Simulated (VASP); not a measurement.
A run of VASP 6.6.1 is set up as follows.

File POSCAR:

```
Ti
1.0
    2.9362980994      0.0000000000      0.0000000000
   -1.4681490497      2.5429087472      0.0000000000
    0.0000000000      0.0000000000      4.6411792873
Ti
2
Direct
    0.3333333333      0.6666666667      0.2500000000
    0.6666666667      0.3333333333      0.7500000000
```

Contents of INCAR.step1:

```
ALGO = Normal
EDIFF = 1E-4
ENCUT = 520
GGA = PE
ISMEAR = -1
LASPH = T
LCHARG = F
LREAL = F
LWAVE = T
NBANDS = 19
NELM = 60
PREC = Accurate
SIGMA = 0.1
```

INCAR.step2

```
ALGO = Normal
EDIFF = 1E-6
ENCUT = 520
ISIF = 2
ISMEAR = -1
ISTART = 1
LASPH = T
LCHARG = T
LELF = T
LMIXTAU = T
LREAL = F
LVHAR = T
LWAVE = F
METAGGA = R2SCAN
NBANDS = 19
NELM = 60
PREC = Accurate
SIGMA = 0.1
```

KPOINTS

```
k-points
0
Gamma
  18 18 10
```

Potentials or basis: VASP PAW PBE potentials, release 64 (Ti_sv).

Launch:

```bash
$ cat potpaw_PBE.64/Ti_sv/POTCAR > POTCAR
$ cp INCAR.step1 INCAR
$ mpirun -np 1 vasp_std > vasp.out
$ cp INCAR.step2 INCAR
$ mpirun -np 1 vasp_std > vasp.out
```

(1) Predict the band gap on the k mesh.

(2) Estimate the pressure.

Results:

(1) zero (bands 12 and 13 overlap by 1.23 eV).

(2) 0.3 GPa.

Caveat: the PAW data sets were made with another functional, which shifts forces and pressure a little.
